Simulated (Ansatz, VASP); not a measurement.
# Two plane-wave programs on As

```
CELL_PARAMETERS angstrom
-2.66824 2.66824 1.42571
2.66824 -2.66824 1.42571
2.66824 2.66824 -1.42571
ATOMIC_POSITIONS crystal
As 0.62500 0.87500 0.75000
As 0.37500 0.12500 0.25000
```

Alike in both runs: functional PBE; k mesh 17 × 17 × 17; occupations fermi-dirac, width 0.025 eV; no spin polarisation.

Ansatz relaxed the structure, and its values are those at the end. VASP's run is a single point on that final structure, the one shown.

```csv
,VASP,Ansatz
version,VASP 6.6.1,Ansatz 0.2.0
potentials or method,"VASP PAW PBE potentials, release 64 (As)","PAW with Ansatz's default frozen-core files, scalar-relativistic"
plane-wave cutoff (eV),520,420
valence electrons in the cell,10,30
```

|  | VASP | Ansatz | Ansatz less VASP |
| --- | --- | --- | --- |
| pressure (GPa) | 0.1 | 0.0 | -0.12 |

With one functional, cell and mesh, what is left measures potentials, basis and numerics. VASP's potentials hold 10 valence electrons a cell and Ansatz's 30, so a difference there can come from the potentials and not from the codes. Ansatz's warnings: stress scf threshold loose.
